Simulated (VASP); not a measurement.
In3Se: single point with PBEsol

In3Se:

```
In Se
1.0
     4.80376    0.00000    0.00000
     0.00000    4.80376    0.00000
     0.00000    0.00000    4.80376
In Se
3 1
Direct
  0.50000 0.50000 0.00000
  0.50000 0.00000 0.50000
  0.00000 0.50000 0.50000
  0.00000 0.00000 0.00000
```

```json
{
 "Program": "VASP 6.6.1",
 "Task": "single point",
 "Functional": "PBEsol",
 "Potentials or basis": "VASP PAW PBE potentials, release 64 (In_d, Se)",
 "Cutoff": "520 eV",
 "k mesh": "4 × 4 × 4",
 "Occupations": "fermi-dirac, width 0.03 eV",
 "Spin": "no spin polarisation",
 "Dipole correction": "no",
 "Further INCAR settings": "ALGO = Normal; EDIFF = 1e-07; NBANDS = 30"
}
```

```yaml
Pressure: -2.8 GPa
Band_gap_on_the_k_mesh: zero (an odd number of electrons rules out a gap without spin polarisation)
```

Levels at points of the mesh, in eV from the Fermi level:
| k point | band 19 | band 20 | band 21 | band 22 | band 23 | band 24 | band 25 | band 26 | band 27 | band 28 |
| --- | --- | --- | --- | --- | --- | --- | --- | --- | --- | --- |
| (0.00, 0.00, 0.00) | -3.29 | -3.29 | -2.31 | -2.31 | 1.09 | 1.09 | 1.09 | 4.11 | 4.11 | 4.11 |
| (0.50, 0.00, 0.00) | -2.46 | -2.46 | -1.76 | -1.06 | -0.17 | -0.17 | 1.32 | 3.63 | 3.69 | 3.69 |
| (0.50, 0.50, 0.00) | -5.76 | -1.95 | -0.93 | -0.73 | -0.73 | 1.31 | 1.71 | 1.71 | 1.81 | 4.67 |
| (0.50, 0.50, 0.50) | -4.41 | -4.19 | -4.19 | -4.19 | -3.26 | 2.97 | 2.97 | 2.97 | 7.84 | 7.89 |

It took 14 s on 1 thread of Intel(R) Xeon(R) 6975P-C (Granite Rapids), on a shared host, peak memory 0.2 GiB.

Caveat: the PAW data sets were made with another functional, which shifts forces and pressure a little; spin-orbit coupling is left out, which moves the levels of the heavy elements.
